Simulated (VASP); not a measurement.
# RbRe (Pmma) in VASP: further runs

RbRe is run at these levels: PBE; tasks: single point.

Everything below comes from runs of VASP 6.6.1. Logs are shortened: lines on timing, memory, paths and dates and some standing lists are left out, and cuts for length are marked.

## Step 1: The cell of the first run

The structure is orthorhombic, space group Pmma (No. 51). Conventional cell: a = 5.480 Å, b = 3.626 Å, c = 5.595 Å, α = 90.00°, β = 90.00°, γ = 90.00°. Rb (site symmetry mm2) has 8 Re at 3.33 to 3.36 Å and 6 Rb at 3.45 to 4.45 Å within 4.5 Å. Re (site symmetry mm2) has 8 Rb at 3.33 to 3.36 Å and 6 Re at 3.45 to 4.44 Å within 4.5 Å.

## Step 2: Single point, PBE

Contents of INCAR:

```
SYSTEM = RbRe
ALGO = Normal
EDIFF = 1E-6
ENCUT = 520
GGA = PE
ISIF = 2
ISMEAR = 0
LASPH = .True.
LCHARG = .False.
LREAL = .False.
LWAVE = .False.
NBANDS = 24
NELM = 60
PREC = Accurate
SIGMA = 0.1
```

Contents of KPOINTS:

```
k-points
0
Gamma
  4 6 4
  0 0 0
```

Contents of POSCAR:

```
RbRe
1.0
    5.4797755324      0.0000000000      0.0000000000
    0.0000000000      3.6263220435      0.0000000000
    0.0000000000      0.0000000000      5.5948968671
Rb Re
2 2
Direct
    0.7500000000      0.0000000000      0.6870000000
    0.2500000000      0.0000000000      0.3130000000
    0.7500000000      0.5000000000      0.1880000000
    0.2500000000      0.5000000000      0.8120000000
```

Potentials or basis: VASP PAW PBE potentials, release 64 (Rb_sv, Re).

On the command line:

```sh
$ cat potpaw_PBE.64/Rb_sv/POTCAR potpaw_PBE.64/Re/POTCAR > POTCAR
$ mpirun -np 1 vasp_std > vasp.out
```

OUTCAR:

```text
SYSTEM = RbRe
   EDIFF = 1E-6
   ENCUT = 520
   GGA = PE
   ISIF = 2
   ISMEAR = 0
   LASPH = .True.
   LREAL = .False.
   NELM = 60
   PREC = Accurate

 ion  position               nearest neighbor table
   1  0.750  0.000  0.687-   3 3.33   3 3.33   3 3.34   3 3.34   4 3.36   4 3.36   4 3.36   4 3.36
                             2 3.45   2 3.45   2 4.45   2 4.45   2 5.00   2 5.00   2 5.00   2 5.00
   2  0.250  0.000  0.313-   4 3.33   4 3.33   4 3.34   4 3.34   3 3.36   3 3.36   3 3.36   3 3.36
                             1 3.45   1 3.45   1 4.45   1 4.45   1 5.00   1 5.00   1 5.00   1 5.00
   3  0.750  0.500  0.188-   1 3.33   1 3.33   1 3.34   1 3.34   2 3.36   2 3.36   2 3.36   2 3.36

   4  0.250  0.500  0.812-   2 3.33   2 3.33   2 3.34   2 3.34   1 3.36   1 3.36   1 3.36   1 3.36

  LATTYP: Found a simple orthorhombic cell.
 ALAT       =     3.6263220435
 B/A-ratio  =     1.5111111111
 C/A-ratio  =     1.5428571429

  Lattice vectors:

 A1 = (   0.0000000000,  -3.6263220435,   0.0000000000)
 A2 = (   5.4797755324,   0.0000000000,   0.0000000000)
 A3 = (   0.0000000000,   0.0000000000,   5.5948968671)

Analysis of symmetry for initial positions (statically):
=====================================================================
 Subroutine PRICEL returns:
 Original cell was already a primitive cell.

 Routine SETGRP: Setting up the symmetry group for a
 simple orthorhombic supercell.

 Subroutine GETGRP returns: Found  8 space group operations
 (whereof  4 operations were pure point group operations)
 out of a pool of  8 trial point group operations.

The static configuration has the point symmetry C_2h.
 The point group associated with its full space group is D_2h.

Analysis of symmetry for dynamics (positions and initial velocities):
=====================================================================
 Subroutine PRICEL returns:
 Original cell was already a primitive cell.

 Routine SETGRP: Setting up the symmetry group for a
 simple orthorhombic supercell.

 Subroutine GETGRP returns: Found  8 space group operations
 (whereof  4 operations were pure point group operations)
 out of a pool of  8 trial point group operations.

The dynamic configuration has the point symmetry C_2h.
 The point group associated with its full space group is D_2h.

 Subroutine INISYM returns: Found  8 space group operations
 (whereof  4 operations are pure point group operations),
 and found     1 'primitive' translations

----------------------------------------------------------------------------------------

                                     Primitive cell

  volume of cell :     111.1786

  direct lattice vectors                    reciprocal lattice vectors
     5.479775532  0.000000000  0.000000000     0.182489227  0.000000000  0.000000000
     0.000000000  3.626322044  0.000000000     0.000000000  0.275761498  0.000000000
     0.000000000  0.000000000  5.594896867     0.000000000  0.000000000  0.178734304

  length of vectors
     5.479775532  3.626322044  5.594896867     0.182489227  0.275761498  0.178734304

  position of ions in fractional coordinates (direct lattice)
     0.750000000  0.000000000  0.687000000
     0.250000000  0.000000000  0.313000000
     0.750000000  0.500000000  0.188000000
     0.250000000  0.500000000  0.812000000

  ion indices of the primitive-cell ions
   primitive index   ion index
                 1           1
                 2           2
                 3           3
                 4           4

----------------------------------------------------------------------------------------

 KPOINTS: k-points

Automatic generation of k-mesh.
 Grid dimensions read from file:
 generate k-points for:    4    6    4

 Generating k-lattice:

  Cartesian coordinates                     Fractional coordinates (reciprocal lattice)
     0.045622307  0.000000000  0.000000000     0.250000000  0.000000000  0.000000000
     0.000000000  0.045960250  0.000000000     0.000000000  0.166666667  0.000000000
     0.000000000  0.000000000  0.044683576     0.000000000  0.000000000  0.250000000

  Length of vectors
     0.045622307  0.045960250  0.044683576

  Shift w.r.t. Gamma in fractional coordinates (k-lattice)
     0.000000000  0.000000000  0.000000000

 Subroutine IBZKPT returns following result:
 ===========================================

 Found     36 irreducible k-points:

 Following reciprocal coordinates:
            Coordinates               Weight
  0.000000  0.000000  0.000000      1.000000
  0.250000  0.000000  0.000000      2.000000
  0.500000  0.000000  0.000000      1.000000
  0.000000  0.166667  0.000000      2.000000
  0.250000  0.166667  0.000000      4.000000
  0.500000  0.166667  0.000000      2.000000
[... 16 lines left out ...]
  0.250000  0.500000  0.250000      4.000000
  0.500000  0.500000  0.250000      2.000000
 [... further k-points ...]
   k-points           NKPTS =     36   k-points in BZ     NKDIM =     36   number of bands    NBANDS=     24
   number of dos      NEDOS =    301   number of ions     NIONS =      4
   total plane-waves  NPLWV =  49392
   dimension x,y,z NGX =    42 NGY =   28 NGZ =   42
   dimension x,y,z NGXF=    84 NGYF=   56 NGZF=   84
   ions per type =               2   2
   NGX,Y,Z   is equivalent  to a cutoff of  12.74, 12.84, 12.48 a.u.
   NGXF,Y,Z  is equivalent  to a cutoff of  25.48, 25.67, 24.96 a.u.
 SYSTEM =  RbRe
   PREC   = accura    normal or accurate (medium, high low for compatibility)
   ISTART =      0    job   : 0-new  1-cont  2-samecut
   ICHARG =      2    charge: 1-file 2-atom 10-const
   ISPIN  =      1    spin polarized calculation?
   LNONCOLLINEAR =      F non collinear calculations
   LSORBIT =      F    spin-orbit coupling
   LASPH  =      T    aspherical Exc in radial PAW
   ENCUT  =  520.0 eV  38.22 Ry    6.18 a.u.  10.19  6.74 10.40*2*pi/ulx,y,z
   NELM   =     60;   NELMIN=  2; NELMDL= -5     # of ELM steps
   EDIFF  = 0.1E-05   stopping-criterion for ELM
   LREAL  =      F    real-space projection
   EDIFFG = 0.1E-04   stopping-criterion for IOM
   NSW    =      0    number of steps for IOM
   IBRION =     -1    ionic relax: 0-MD 1-quasi-New 2-CG
   NFREE  =      0    steps in history (QN), initial steepest desc. (CG)
   ISIF   =      2    stress and relaxation
   ISYM   =      2    0-nonsym 1-usesym 2-fastsym
   POTIM  = 0.5000    time-step for ionic-motion
   TEBEG  =    0.0;   TEEND  =   0.0 temperature during run
   PSTRESS=    0.0 pullay stress
   NELECT =      32.0000    total number of electrons
   NUPDOWN=      -1.0000    fix difference up-down
   EMIN   =  10.00;   EMAX   =-10.00  energy-range for DOS
   EFERMI =   0.00;   METHOD = LEGACY
   ISMEAR =     0;   SIGMA  =   0.10  broadening in eV -4-tet -1-fermi 0-gaus
   EFERMI_NEDOS =   21; number of points for ismear=-14 and -15
   IALGO  =     38    algorithm
   IMIX   =      4    mixing-type and parameters
     AMIX     =   0.40;   BMIX     =  1.00
     AMIX_MAG =   1.60;   BMIX_MAG =  1.00
  volume/ion in A,a.u.               =      27.79       187.57
  Fermi-wavevector in a.u.,A,eV,Ry     =   1.080897  2.042600 15.896216  1.168339
  Thomas-Fermi vector in A             =   2.216900
   LORBIT       =      0    0 simple, 1 ext, 2 COOP (PROOUT), +10 PAW based schemes
   GGA     = PE    functional components
   LHFCALC =     F    Hartree Fock is set to
   AEXX    =    0.0000 exact exchange contribution
   IVDW    =     0    specifies the selected vdW correction
   LEPSILON=     F    determine dielectric tensor
   LRPA    =     F    only Hartree local field effects (RPA)
 non-spin polarized calculation
 Gauss-broadening in eV      SIGMA  =   0.10
  energy-cutoff  :      520.00
  volume of cell :      111.18
 maximum number of plane-waves:      3020
 NGX is ok and might be reduce to    42
   NGX = 21   NGY = 13   NGZ = 21

 number of electron      32.0000001 magnetization

 Free energy of the ion-electron system (eV)
  ---------------------------------------------------
  ext. energy  EPLUGINS =         0.00000000
  ---------------------------------------------------
  free energy    TOTEN  =       -13.83231783 eV

  energy without entropy =      -13.78080686  energy(sigma->0) =      -13.80656235

 E-fermi :   2.2778     XC(G=0):  -9.8150

 val. band max:        2.2707099370   @ k =   0.0000   0.5000   0.2500
 cond. band min:       2.2817471665   @ k =   0.5000   0.0000   0.2500
 fundamental gap:      0.0110372295
 Fermi energy:         2.2778139322

 k-point     1 :       0.0000    0.0000    0.0000
  band No.  band energies     occupation
      1     -24.1913      2.00000
      2     -24.0325      2.00000
      3      -8.8964      2.00000
      4      -8.6637      2.00000
      5      -8.1531      2.00000
      6      -8.0059      2.00000
[... 16 lines left out ...]
     23       7.9669      0.00000
     24       8.1396      0.00000

 k-point     2 :       0.2500    0.0000    0.0000
  band No.  band energies     occupation
      1     -24.1673      2.00000
      2     -24.0550      2.00000
      3      -8.9063      2.00000
      4      -8.6854      2.00000
      5      -8.1294      2.00000
      6      -8.1065      2.00000
[... 16 lines left out ...]
     23       7.7488      0.00000
     24       8.0440      0.00000

 k-point     3 :       0.5000    0.0000    0.0000
  band No.  band energies     occupation
      1     -24.1105      2.00000
      2     -24.1105      2.00000
      3      -8.8218      2.00000
      4      -8.8218      2.00000
      5      -8.1431      2.00000
      6      -8.1431      2.00000
[... 16 lines left out ...]
     23       7.3687      0.00000
     24       7.3689      0.00000

 k-point     4 :       0.0000    0.1667    0.0000
  band No.  band energies     occupation
      1     -24.1677      2.00000
      2     -24.0115      2.00000
      3      -8.8629      2.00000
      4      -8.6339      2.00000
      5      -8.3128      2.00000
      6      -8.1355      2.00000
[... 16 lines left out ...]
     23       7.8381      0.00000
     24       8.0734      0.00000

 k-point     5 :       0.2500    0.1667    0.0000
  band No.  band energies     occupation
      1     -24.1444      2.00000
      2     -24.0339      2.00000
      3      -8.8602      2.00000
      4      -8.6592      2.00000
      5      -8.2819      2.00000
      6      -8.1197      2.00000
[... 16 lines left out ...]
     23       7.6925      0.00000
     24       7.9219      0.00000

 k-point     6 :       0.5000    0.1667    0.0000
  band No.  band energies     occupation
      1     -24.0888      2.00000
      2     -24.0888      2.00000
      3      -8.7777      2.00000
      4      -8.7777      2.00000
      5      -8.1903      2.00000
      6      -8.1903      2.00000
[... 16 lines left out ...]
     23       7.2347      0.00000
     24       7.2347      0.00000
[... 379 lines left out ...]
 k-point    21 :       0.5000    0.3333    0.2500
  band No.  band energies     occupation
      1     -24.0448      2.00000
      2     -24.0448      2.00000
      3      -8.7604      2.00000
      4      -8.7604      2.00000
      5      -8.6656      2.00000
      6      -8.6656      2.00000
[... 16 lines left out ...]
     23       6.5169      0.00000
     24       6.5169      0.00000

 k-point    22 :       0.0000    0.5000    0.2500
  band No.  band energies     occupation
      1     -24.0923      2.00000
      2     -23.9515      2.00000
      3      -9.1016      2.00000
      4      -8.7848      2.00000
      5      -8.7233      2.00000
      6      -8.4757      2.00000
[... 16 lines left out ...]
     23       4.7030      0.00000
     24       6.7450      0.00000

 k-point    23 :       0.2500    0.5000    0.2500
  band No.  band energies     occupation
      1     -24.0722      2.00000
      2     -23.9727      2.00000
      3      -9.0379      2.00000
      4      -8.8118      2.00000
      5      -8.7332      2.00000
      6      -8.5452      2.00000
[... 16 lines left out ...]
     23       4.8008      0.00000
     24       6.5590      0.00000

 k-point    24 :       0.5000    0.5000    0.2500
  band No.  band energies     occupation
      1     -24.0229      2.00000
      2     -24.0229      2.00000
      3      -8.9063      2.00000
      4      -8.9063      2.00000
      5      -8.6811      2.00000
      6      -8.6811      2.00000
[... 16 lines left out ...]
     23       5.5626      0.00000
     24       5.5626      0.00000

 [... further k-points ...]

------------------------ aborting loop because EDIFF is reached ----------------------------------------

  FORCE on cell =-STRESS in cart. coord.  units (eV):
  Direction    XX          YY          ZZ          XY          YZ          ZX
  --------------------------------------------------------------------------------------
  -------------------------------------------------------------------------------------
  Total       -3.0427096     -2.5086598      0.4639235      0.0000000      0.0000000      0.0000000
  in kB      -43.8480071    -36.1519004      6.6855278      0.0000000      0.0000000      0.0000000
  external PRESSURE =     -24.4381266 kB  Pullay stress =       0.0000000 kB

 VOLUME and BASIS-vectors are now :
 -----------------------------------------------------------------------------
  energy-cutoff  :      520.00
  volume of cell :      111.18
      direct lattice vectors                 reciprocal lattice vectors
     5.479775532  0.000000000  0.000000000     0.182489227  0.000000000  0.000000000
     0.000000000  3.626322044  0.000000000     0.000000000  0.275761498  0.000000000
     0.000000000  0.000000000  5.594896867     0.000000000  0.000000000  0.178734304

 POSITION                                       TOTAL-FORCE (eV/Angst)
 -----------------------------------------------------------------------------------
      4.10983      0.00000      3.84369         0.000000     -0.000000      0.321174
      1.36994      0.00000      1.75120         0.000000     -0.000000     -0.321174
      4.10983      1.81316      1.05184         0.000000     -0.000000     -2.743422
      1.36994      1.81316      4.54306         0.000000      0.000000      2.743422
 -----------------------------------------------------------------------------------
    total drift:                                0.000000     -0.000000      0.000000

  FREE ENERGIE OF THE ION-ELECTRON SYSTEM (eV)
  ---------------------------------------------------
  free  energy   TOTEN  =       -13.8323178319 eV

  energy  without entropy=      -13.7808068607  energy(sigma->0) =      -13.80656235
```

Wall time 2.7 min (1 thread of Intel Xeon 8259CL, shared host); peak memory 0.26 GiB.

Results:

```yaml
Free_energy: -13.8323 eV
Pressure: -2.4 GPa
Largest_force: 2.743 eV/Å
Band_gap_on_the_k_mesh: zero (bands 16 and 17 overlap by 0.35 eV)
```

Forces in eV/Å, atoms in the order of the input:
```
Rb   0.000  0.000  0.321
Rb   0.000  0.000 -0.321
Re   0.000  0.000 -2.743
Re   0.000  0.000  2.743
```

Levels at points of the mesh, in eV from the Fermi level:
```
           k point  band 13  band 14  band 15  band 16  band 17  band 18  band 19  band 20
(0.00, 0.00, 0.00)    -1.21    -0.27    -0.14     0.12     0.29     0.45     0.63     0.85
(0.50, 0.00, 0.00)    -1.07    -1.07    -0.10    -0.10     0.26     0.26     0.44     0.44
(0.00, 0.50, 0.00)    -0.40    -0.21    -0.07     0.09     0.22     0.54     1.01     1.50
(0.50, 0.50, 0.00)    -0.23    -0.23    -0.16    -0.16    -0.01    -0.01     1.64     1.64
(0.00, 0.00, 0.50)    -0.99    -0.37    -0.14     0.02     0.20     0.31     0.31     0.47
(0.50, 0.00, 0.50)    -0.15    -0.15     0.10     0.10     0.15     0.15     0.51     0.51
(0.00, 0.50, 0.50)    -0.83    -0.74    -0.66     0.04     0.25     0.30     1.57     1.64
(0.50, 0.50, 0.50)    -0.55    -0.55    -0.51    -0.51     0.80     0.80     1.62     1.62
```

Caveat: spin-orbit coupling is left out, which moves the levels of the heavy elements; forces of over 1 eV/Å act on the atoms, so gaps and moduli don't describe the material at rest.

## Step 3: Single point, PBE

This run uses another cell than the first one, of 33.30 Å³/atom.

Contents of INCAR:

```
PREC = Accurate
ENCUT = 520
EDIFF = 1E-6
ISMEAR = 0
SIGMA = 0.1
LREAL = F
LASPH = T
NELM = 80
ALGO = Normal
ISIF = 2
LWAVE = F
LCHARG = F
GGA = PE
NBANDS = 24
```

Contents of KPOINTS:

```
Automatic mesh
0
Gamma
  4 6 4
```

Contents of POSCAR:

```
RbRe
1.0
    4.0273433955      0.0000000000      0.0000000000
    0.0000000000      2.9776134112      0.0000000000
    0.0000000000      0.0000000000     11.1077900132
Rb Re
2 2
Direct
    0.7500000000      0.0000000000      0.7161849543
    0.2500000000      0.0000000000      0.2838150457
    0.7500000000      0.5000000000      0.0557436596
    0.2500000000      0.5000000000      0.9442563404
```

Potentials or basis: VASP PAW PBE potentials, release 64 (Rb_sv, Re).

On the command line:

```sh
$ cat potpaw_PBE.64/Rb_sv/POTCAR potpaw_PBE.64/Re/POTCAR > POTCAR
$ mpirun -np 1 vasp_std > vasp.out
```

It took 4.5 min on 1 thread of Intel Xeon 8259CL, shared host; peak memory 0.3 GiB.

Results (log left out):

```yaml
Free_energy: -22.0077 eV
Pressure: -0.4 GPa
Largest_force: 0.214 eV/Å
Band_gap_on_the_k_mesh: zero (bands 16 and 17 overlap by 1.07 eV)
```

Forces in eV/Å, atoms in the order of the input:
```
Rb   0.000  0.000  0.000
Rb   0.000  0.000  0.000
Re   0.000  0.000 -0.214
Re   0.000  0.000  0.214
```

Stress tensor (GPa, compression positive):
```
-1.03  0.00  0.00
 0.00  0.07  0.00
 0.00  0.00 -0.32
```

Levels at points of the mesh, in eV from the Fermi level:
```tsv
k point	band 12	band 13	band 14	band 15	band 16	band 17	band 18	band 19	band 20	band 21
(0.00, 0.00, 0.00)	-2.44	-2.31	-1.66	-0.98	-0.92	0.15	0.48	0.65	1.35	2.41
(0.50, 0.00, 0.00)	-3.49	-1.50	-1.50	-0.59	-0.59	0.32	0.32	1.15	1.15	2.61
(0.00, 0.50, 0.00)	-2.22	-1.99	-1.91	0.15	0.81	0.91	1.13	1.21	1.65	3.02
(0.50, 0.50, 0.00)	-3.25	-1.22	-1.22	-0.30	-0.30	1.08	1.08	2.35	2.35	4.10
(0.00, 0.00, 0.50)	-2.64	-2.31	-1.45	-1.01	-0.92	0.28	0.47	0.65	1.35	2.16
(0.50, 0.00, 0.50)	-3.49	-1.51	-1.51	-0.59	-0.59	0.49	0.49	0.96	0.96	2.62
(0.00, 0.50, 0.50)	-2.22	-1.99	-1.93	0.23	0.58	1.01	1.12	1.21	2.09	2.64
(0.50, 0.50, 0.50)	-3.25	-1.24	-1.24	-0.30	-0.30	1.27	1.27	2.05	2.05	4.12
```

Caveat: the k points lie up to 0.39 Å⁻¹ apart, too coarse for converged energies and pressures of a metal; spin-orbit coupling is left out, which moves the levels of the heavy elements.
